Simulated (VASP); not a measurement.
# CdSe (P6_3mc) in VASP: relaxation of cell and atoms with PBE

Aim: the relaxation of cell and atoms of CdSe with PBE.

Program: VASP 6.6.1. These are calculated values, not measurements. Logs are shortened: lines on timing, memory, paths and dates and some standing lists are left out, and cuts for length are marked.

**1. The cell of the first run**

Symmetry: P6_3mc, No. 186, hexagonal system. The conventional cell has a = 4.384 Å, b = 4.384 Å, c = 7.154 Å, α = 90.00°, β = 90.00°, γ = 120.00°. Within 3.5 Å of Cd (site symmetry 3m) lie 4 Se at 2.68 to 2.69 Å. Se (site symmetry 3m) has 4 Cd at 2.68 to 2.69 Å within 3.5 Å.

**2. Relaxation of cell and atoms, PBE**

INCAR reads:

```
ALGO = Normal
EDIFF = 1E-6
EDIFFG = -0.005
ENCUT = 600
GGA = PE
IBRION = 2
ISIF = 3
ISMEAR = 0
LASPH = True
LCHARG = False
LREAL = False
LWAVE = False
NELM = 100
NSW = 100
PREC = Accurate
SIGMA = 0.02
```

KPOINTS reads:

```
k-points
0
Gamma
  12 12 6
```

POSCAR reads:

```
CdSe
1.0
    4.3843195998      0.0000000000      0.0000000000
   -2.1921597999      3.7969321517      0.0000000000
    0.0000000000      0.0000000000      7.1540873629
Cd Se
2 2
Direct
    0.6666666667      0.3333333333      0.5000328795
    0.3333333333      0.6666666667      1.0000328795
    0.6666666667      0.3333333333      0.8758271205
    0.3333333333      0.6666666667      0.3758271205
```

Potentials or basis: VASP PAW PBE potentials, release 64 (Cd, Se).

The run is started by

```
$ cat potpaw_PBE.64/Cd/POTCAR potpaw_PBE.64/Se/POTCAR > POTCAR
$ mpirun -np 1 vasp_std > vasp.out
```

OUTCAR:

```text
EDIFF = 1E-6
   EDIFFG = -0.005
   ENCUT = 600
   GGA = PE
   IBRION = 2
   ISIF = 3
   ISMEAR = 0
   LASPH = True
   LREAL = False
   NELM = 100
   NSW = 100
   PREC = Accurate

 ion  position               nearest neighbor table
   1  0.667  0.333  0.500-   4 2.68   4 2.68   4 2.68   3 2.69
   2  0.333  0.667  0.000-   3 2.68   3 2.68   3 2.68   4 2.69
   3  0.667  0.333  0.876-   2 2.68   2 2.68   2 2.68   1 2.69
   4  0.333  0.667  0.376-   1 2.68   1 2.68   1 2.68   2 2.69

  LATTYP: Found a hexagonal cell.
 ALAT       =     4.3843195998
 C/A-ratio  =     1.6317440369

  Lattice vectors:

 A1 = (   4.3843195998,   0.0000000000,   0.0000000000)
 A2 = (  -2.1921597999,   3.7969321517,   0.0000000000)
 A3 = (   0.0000000000,   0.0000000000,   7.1540873629)

Analysis of symmetry for initial positions (statically):
=====================================================================
 Subroutine PRICEL returns:
 Original cell was already a primitive cell.

 Routine SETGRP: Setting up the symmetry group for a
 hexagonal supercell.

 Subroutine GETGRP returns: Found 12 space group operations
 (whereof  6 operations were pure point group operations)
 out of a pool of 24 trial point group operations.

The static configuration has the point symmetry C_3v.
 The point group associated with its full space group is C_6v.

Analysis of symmetry for dynamics (positions and initial velocities):
=====================================================================
 Subroutine PRICEL returns:
 Original cell was already a primitive cell.

 Routine SETGRP: Setting up the symmetry group for a
 hexagonal supercell.

 Subroutine GETGRP returns: Found 12 space group operations
 (whereof  6 operations were pure point group operations)
 out of a pool of 24 trial point group operations.

The dynamic configuration has the point symmetry C_3v.
 The point group associated with its full space group is C_6v.

 Subroutine INISYM returns: Found 12 space group operations
 (whereof  6 operations are pure point group operations),
 and found     1 'primitive' translations

----------------------------------------------------------------------------------------

                                     Primitive cell

  volume of cell :     119.0938

  direct lattice vectors                    reciprocal lattice vectors
     4.384319600  0.000000000  0.000000000     0.228085562  0.131685261  0.000000000
    -2.192159800  3.796932152  0.000000000     0.000000000  0.263370521  0.000000000
     0.000000000  0.000000000  7.154087363     0.000000000  0.000000000  0.139780233

  length of vectors
     4.384319600  4.384319600  7.154087363     0.263370521  0.263370521  0.139780233

  position of ions in fractional coordinates (direct lattice)
     0.666666667  0.333333333  0.500032879
     0.333333333  0.666666667  0.000032879
     0.666666667  0.333333333  0.875827120
     0.333333333  0.666666667  0.375827120

  ion indices of the primitive-cell ions
   primitive index   ion index
                 1           1
                 2           2
                 3           3
                 4           4

----------------------------------------------------------------------------------------

 KPOINTS: k-points

Automatic generation of k-mesh.
 Grid dimensions read from file:
 generate k-points for:   12   12    6

 Generating k-lattice:

  Cartesian coordinates                     Fractional coordinates (reciprocal lattice)
     0.019007130  0.010973772  0.000000000     0.083333333 -0.000000000  0.000000000
     0.000000000  0.021947543  0.000000000     0.000000000  0.083333333  0.000000000
     0.000000000  0.000000000  0.023296706     0.000000000  0.000000000  0.166666667

  Length of vectors
     0.021947543  0.021947543  0.023296706

  Shift w.r.t. Gamma in fractional coordinates (k-lattice)
     0.000000000  0.000000000  0.000000000

 Subroutine IBZKPT returns following result:
 ===========================================

 Found     76 irreducible k-points:

 Following reciprocal coordinates:
            Coordinates               Weight
  0.000000  0.000000  0.000000      1.000000
  0.083333 -0.000000  0.000000      6.000000
  0.166667 -0.000000  0.000000      6.000000
  0.250000  0.000000  0.000000      6.000000
  0.333333 -0.000000  0.000000      6.000000
  0.416667 -0.000000  0.000000      6.000000
[... 16 lines left out ...]
  0.250000  0.000000  0.166667     12.000000
  0.333333 -0.000000  0.166667     12.000000
 [... further k-points ...]
   k-points           NKPTS =     76   k-points in BZ     NKDIM =     76   number of bands    NBANDS=     22
   number of dos      NEDOS =    301   number of ions     NIONS =      4
   total plane-waves  NPLWV =  77760
   dimension x,y,z NGX =    36 NGY =   36 NGZ =   60
   dimension x,y,z NGXF=    72 NGYF=   72 NGZF=  120
   ions per type =               2   2
   NGX,Y,Z   is equivalent  to a cutoff of  13.65, 13.65, 13.94 a.u.
   NGXF,Y,Z  is equivalent  to a cutoff of  27.30, 27.30, 27.89 a.u.
 SYSTEM =  unknown system
   PREC   = accura    normal or accurate (medium, high low for compatibility)
   ISTART =      0    job   : 0-new  1-cont  2-samecut
   ICHARG =      2    charge: 1-file 2-atom 10-const
   ISPIN  =      1    spin polarized calculation?
   LNONCOLLINEAR =      F non collinear calculations
   LSORBIT =      F    spin-orbit coupling
   LASPH  =      T    aspherical Exc in radial PAW
   ENCUT  =  600.0 eV  44.10 Ry    6.64 a.u.   8.76  8.76 14.29*2*pi/ulx,y,z
   NELM   =    100;   NELMIN=  2; NELMDL= -5     # of ELM steps
   EDIFF  = 0.1E-05   stopping-criterion for ELM
   LREAL  =      F    real-space projection
   EDIFFG = -.5E-02   stopping-criterion for IOM
   NSW    =    100    number of steps for IOM
   IBRION =      2    ionic relax: 0-MD 1-quasi-New 2-CG
   NFREE  =      1    steps in history (QN), initial steepest desc. (CG)
   ISIF   =      3    stress and relaxation
   ISYM   =      2    0-nonsym 1-usesym 2-fastsym
   POTIM  = 0.5000    time-step for ionic-motion
   TEBEG  =    0.0;   TEEND  =   0.0 temperature during run
   PSTRESS=    0.0 pullay stress
   NELECT =      36.0000    total number of electrons
   NUPDOWN=      -1.0000    fix difference up-down
   EMIN   =  10.00;   EMAX   =-10.00  energy-range for DOS
   EFERMI =   0.00;   METHOD = LEGACY
   ISMEAR =     0;   SIGMA  =   0.02  broadening in eV -4-tet -1-fermi 0-gaus
   EFERMI_NEDOS =   21; number of points for ismear=-14 and -15
   IALGO  =     38    algorithm
   IMIX   =      4    mixing-type and parameters
     AMIX     =   0.40;   BMIX     =  1.00
     AMIX_MAG =   1.60;   BMIX_MAG =  1.00
  volume/ion in A,a.u.               =      29.77       200.92
  Fermi-wavevector in a.u.,A,eV,Ry     =   1.098700  2.076242 16.424168  1.207142
  Thomas-Fermi vector in A             =   2.235082
   LORBIT       =      0    0 simple, 1 ext, 2 COOP (PROOUT), +10 PAW based schemes
   GGA     = PE    functional components
   LHFCALC =     F    Hartree Fock is set to
   AEXX    =    0.0000 exact exchange contribution
   IVDW    =     0    specifies the selected vdW correction
   LEPSILON=     F    determine dielectric tensor
   LRPA    =     F    only Hartree local field effects (RPA)
 conjugate gradient relaxation of ions
 non-spin polarized calculation
 Gauss-broadening in eV      SIGMA  =   0.02
  energy-cutoff  :      600.00
  volume of cell :      119.09
 maximum number of plane-waves:      4020
 NGX is ok and might be reduce to    36
   NGX = 17   NGY = 17   NGZ = 29

--------------------------------------- Ionic step        1  -------------------------------------------

 number of electron      36.0000009 magnetization

 Free energy of the ion-electron system (eV)
  ---------------------------------------------------
  ext. energy  EPLUGINS =         0.00000000
  ---------------------------------------------------
  free energy    TOTEN  =       -10.99512310 eV

  energy without entropy =      -10.99512310  energy(sigma->0) =      -10.99512310

------------------------ aborting loop because EDIFF is reached ----------------------------------------

  FORCE on cell =-STRESS in cart. coord.  units (eV):
  Direction    XX          YY          ZZ          XY          YZ          ZX
  --------------------------------------------------------------------------------------
  -------------------------------------------------------------------------------------
  Total        0.1284436      0.1284436      0.1455038      0.0000000      0.0000000      0.0000000
  in kB        1.7279600      1.7279600      1.9574726      0.0000000      0.0000000      0.0000000
  external PRESSURE =       1.8044642 kB  Pullay stress =       0.0000000 kB
[... 99 lines left out ...]
  energy  without entropy=      -10.9953945222  energy(sigma->0) =      -10.99539452

--------------------------------------- Ionic step        4  -------------------------------------------

 number of electron      36.0000008 magnetization

 Free energy of the ion-electron system (eV)
  ---------------------------------------------------
  ext. energy  EPLUGINS =         0.00000000
  ---------------------------------------------------
  free energy    TOTEN  =       -10.99539058 eV

  energy without entropy =      -10.99539058  energy(sigma->0) =      -10.99539058

 E-fermi :   0.6220     XC(G=0):  -8.6079

 val. band max:        0.4851373260   @ k =   0.0000   0.0000   0.0000
 cond. band min:       1.0177865601   @ k =   0.0000   0.0000   0.0000
 fundamental gap:      0.5326492341
 Fermi energy:         0.6219814061

 k-point     1 :       0.0000    0.0000    0.0000
  band No.  band energies     occupation
      1     -11.7949      2.00000
      2     -11.4691      2.00000
      3      -7.2595      2.00000
      4      -7.2543      2.00000
      5      -7.2543      2.00000
      6      -7.1973      2.00000
[... 574 lines left out ...]
      6      -7.1024      2.00000
[... 14 lines left out ...]
     21       5.6291      0.00000
     22       5.8907      0.00000

 [... further k-points ...]
[... 5 lines left out ...]
  --------------------------------------------------------------------------------------
  -------------------------------------------------------------------------------------
  Total       -0.0042217     -0.0042217      0.0033590      0.0000000     -0.0000000      0.0000000
  in kB       -0.0565946     -0.0565946      0.0450293      0.0000000     -0.0000000      0.0000000
  external PRESSURE =      -0.0227199 kB  Pullay stress =       0.0000000 kB
[... 19 lines left out ...]
  FREE ENERGIE OF THE ION-ELECTRON SYSTEM (eV)
  ---------------------------------------------------
  free  energy   TOTEN  =       -10.9953905772 eV

  energy  without entropy=      -10.9953905772  energy(sigma->0) =      -10.99539058

 reached required accuracy - stopping structural energy minimisation
```

Wall time 6.9 min (1 thread of AMD EPYC 7R13 (Zen 3), shared host); peak memory 0.4 GiB.

What came out:

| Property | Result |
| --- | --- |
| Free energy | -10.9954 eV |
| Relaxed volume | 29.88 Å³/atom |
| Relaxed cell | a = 4.389 Å, b = 4.389 Å, c = 7.163 Å, α = 90.00°, β = 90.00°, γ = 120.00° |
| Space group after relaxing (to 0.1 Å) | P6_3mc (No. 186) |
| Energy gained by relaxing | 0.1 meV/atom |
| Ionic steps | 4 |
| Pressure after relaxing | 0.0 GPa |
| Band gap on the k mesh | 0.53 eV |

Step by step:
```csv
step,energy change (eV),largest force (eV/Å),pressure (GPa),volume (Å³)
1,0.0000,0.0002,0.18,119.09
2,-0.0003,0.0009,-0.03,119.67
3,-0.0003,0.0007,-0.03,119.59
4,-0.0003,0.0006,0.00,119.51
```

Final structure:
```xyz
4
Lattice="4.3893 0.0000 0.0000 -2.1946 3.8012 0.0000 0.0000 0.0000 7.1632" Properties=species:S:1:pos:R:3 pbc="T T T"
Cd    2.1946    1.2671    3.5818
Cd    0.0000    2.5341    0.0002
Se    2.1946    1.2671    6.2737
Se    0.0000    2.5341    2.6921
```

Levels at points of the mesh, in eV from the valence-band top:
| k point | band 15 | band 16 | band 17 | band 18 | band 19 | band 20 | band 21 | band 22 |
| --- | --- | --- | --- | --- | --- | --- | --- | --- |
| (0.00, 0.00, 0.00) | -0.68 | -0.04 | 0.00 | 0.00 | 0.53 | 2.14 | 5.85 | 5.85 |
| (0.50, 0.00, 0.00) | -2.40 | -1.66 | -1.19 | -0.68 | 3.09 | 3.33 | 4.79 | 5.92 |
| (0.00, 0.00, 0.50) | -0.36 | -0.36 | -0.36 | -0.36 | 2.25 | 2.25 | 5.76 | 5.76 |
| (0.50, 0.00, 0.50) | -1.23 | -1.23 | -1.21 | -1.21 | 2.90 | 2.90 | 4.83 | 4.83 |

Caveat: semilocal functionals underestimate gaps, and a narrow one can read as zero.
